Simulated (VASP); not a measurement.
Input of a VASP 6.6.1 run:

Contents of POSCAR:

```
MnO
1.0
    3.0358320088      0.0000000030      0.0000000000
   -1.5179160070      2.6291076398      0.0000000000
    0.0000000000      0.0000000000      2.7898646170
Mn O
1 1
Direct
    0.0000000000      0.0000000000      0.0000000000
    0.6666666667      0.3333333333      0.5000000000
```

INCAR.step1

```
SYSTEM = MnO
  PREC = Accurate
  ENCUT = 520
  EDIFF = 1E-5
  ISMEAR = -1
  SIGMA = 0.05
  LREAL = .FALSE.
  LASPH = .TRUE.
  NELM = 150
  ALGO = Normal
  ISIF = 2
  LWAVE = .TRUE.
  LCHARG = .FALSE.
  ISPIN = 2
  MAGMOM = 4 0
  LORBIT = 11
  LMAXMIX = 4
  GGA = PE
  NBANDS = 20
```

The input INCAR.step2:

```
SYSTEM = MnO
  PREC = Accurate
  ENCUT = 520
  EDIFF = 1E-6
  ISMEAR = -1
  SIGMA = 0.05
  LREAL = .FALSE.
  LASPH = .TRUE.
  NELM = 150
  ALGO = Normal
  ISIF = 2
  LWAVE = .FALSE.
  LCHARG = .FALSE.
  ISPIN = 2
  MAGMOM = 4 0
  LORBIT = 11
  LMAXMIX = 4
  GGA = PE
  LHFCALC = .TRUE.
  AEXX = 0.25
  PRECFOCK = Normal
  ISTART = 1
  NBANDS = 20
```

File KPOINTS:

```
regular mesh
0
G
  5 5 5
  0 0 0
```

Potentials or basis: VASP PAW PBE potentials, release 64 (Mn_pv, O).

Run with:

```console
$ cat potpaw_PBE.64/Mn_pv/POTCAR potpaw_PBE.64/O/POTCAR > POTCAR
$ cp INCAR.step1 INCAR
$ mpirun -np 1 vasp_std > vasp.out
$ cp INCAR.step2 INCAR
$ mpirun -np 1 vasp_std > vasp.out
```

Estimate the band gap on the k mesh.

1.97 eV (least direct gap 2.79 eV).

What does it give for the site moments?

Mn +4.57; O +0.19 μB.

Estimate the net moment.

5.00 μB per cell.

Stress tensor (GPa, compression positive):
```
0.40 0.00 0.00
0.00 0.40 0.00
0.00 0.00 0.50
```

Caveat: the k points lie up to 0.48 Å⁻¹ apart; the PAW data sets were made with another functional, which shifts forces and pressure a little; a cell with one magnetic atom can't hold antiferromagnetic order, which such compounds often take. A k mesh can miss the band edges.
